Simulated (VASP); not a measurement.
Here is a VASP 6.6.1 calculation.

INCAR

```
SYSTEM = La
  ALGO = Normal
  EDIFF = 1E-7
  ENCUT = 520
  GGA = PE
  ISIF = 2
  ISMEAR = -1
  LASPH = .TRUE.
  LCHARG = .FALSE.
  LREAL = .FALSE.
  LWAVE = .FALSE.
  NBANDS = 12
  NELM = 80
  PREC = Accurate
  SIGMA = 0.05
```

Contents of KPOINTS:

```
k-points
0
G
  12 12 12
  0 0 0
```

The input POSCAR:

```
La
1.0
    0.0000000000      2.6480000000      2.6480000000
    2.6480000000      0.0000000000      2.6480000000
    2.6480000000      2.6480000000      0.0000000000
La
1
Direct
    0.0000000000      0.0000000000      0.0000000000
```

Potentials or basis: VASP PAW PBE potentials, release 64 (La).

Command:

```console
$ cat potpaw_PBE.64/La/POTCAR > POTCAR
$ mpirun -np 1 vasp_std > vasp.out
```

**Question.** What does it give for the band gap on the k mesh?

**Answer.** Zero (an odd number of electrons rules out a gap without spin polarisation).

**Question.** What does it give for the pressure?

**Answer.** -0.2 GPa.

Caveat: spin-orbit coupling is left out, which moves the levels of the heavy elements.
